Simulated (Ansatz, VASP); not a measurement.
# Two plane-wave programs on Hg

```
Hg
1.0
     5.22376    0.00000    0.13861
     0.00000    5.49170    0.00000
    -2.20608    0.00000    4.89136
Hg
6
Direct
  0.00000 0.00000 0.00000
  0.00000 0.50000 0.50000
  0.33330 0.50000 0.16669
  0.66670 0.00000 0.33331
  0.66670 0.50000 0.83331
  0.33330 0.00000 0.66669
```

Alike in both runs: functional PBEsol; k mesh 6 × 4 × 6; occupations gaussian, width 0.02 eV; no spin polarisation.

Ansatz relaxed the structure, and its values are those at the end. VASP's run is a single point on that final structure, the one shown.

|  | VASP | Ansatz |
| --- | --- | --- |
| version | VASP 6.6.1 | Ansatz 0.2.0 |
| potentials or method | VASP PAW PBE potentials, release 64 (Hg), cutoff 520 eV | scalar-relativistic, plane waves, PAW |
| valence electrons in the cell | 72 | 120 |

Ansatz gave:

```
gap on the k mesh at the Fermi level (eV) : none
pressure (GPa)                            : 0.0
```

Problem. Estimate VASP's values.

Solution. gap on the k mesh at the Fermi level (eV): none; pressure (GPa): 0.4.

VASP's potentials were made for PBE, not for PBEsol. A gap of «none» marks a metal or a gap that the smearing closes. VASP's potentials hold 72 valence electrons a cell and Ansatz's 120, so a difference there can come from the potentials and not from the codes.

Spin-orbit coupling is off throughout.
